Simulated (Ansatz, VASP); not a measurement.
## One calculation of SiC, two programs

```
Si C
1.0
     3.07600    0.00000    0.00000
    -1.53800    2.66389    0.00000
     0.00000    0.00000    5.04800
Si C
2 2
Direct
  0.66667 0.33333 0.50000
  0.33333 0.66667 0.00000
  0.66667 0.33333 0.88500
  0.33333 0.66667 0.38500
```

Alike in both runs: task single point; functional PBE; k mesh 10 × 10 × 5; occupations gaussian, width 0.03 eV; no spin polarisation.

```csv
,VASP,Ansatz
version,VASP 6.6.1,Ansatz 0.2.0
potentials or method,"VASP PAW PBE potentials, release 64 (Si, C)",Ansatz PAW
plane-wave cutoff (eV),520,420
valence electrons in the cell,16,16
```

Ansatz gave:

| Quantity | Value |
| --- | --- |
| gap on the k mesh at the Fermi level (eV) | 2.48 |
| least direct gap on the mesh (eV) | 4.08 |
| pressure (GPa) | 3.7 |
| traceless stress, the component that is largest in VASP (GPa) | -3.24 |
| rms of the force components (eV/Å) | 0.435 |

Which values does VASP return?

gap on the k mesh at the Fermi level (eV): 2.48; least direct gap on the mesh (eV): 4.08; pressure (GPa): 3.6; traceless stress, the component that is largest in VASP (GPa): -3.22; rms of the force components (eV/Å): 0.435.

Atom by atom the forces differ by 0.000 eV/Å (rms over components). The functional is the same, so the differences come from potentials, cutoffs and numerics.

Noted on Ansatz's run: odd divisions of the mesh miss points on the zone boundary, where band edges often lie, so the gap on the mesh can be too wide.
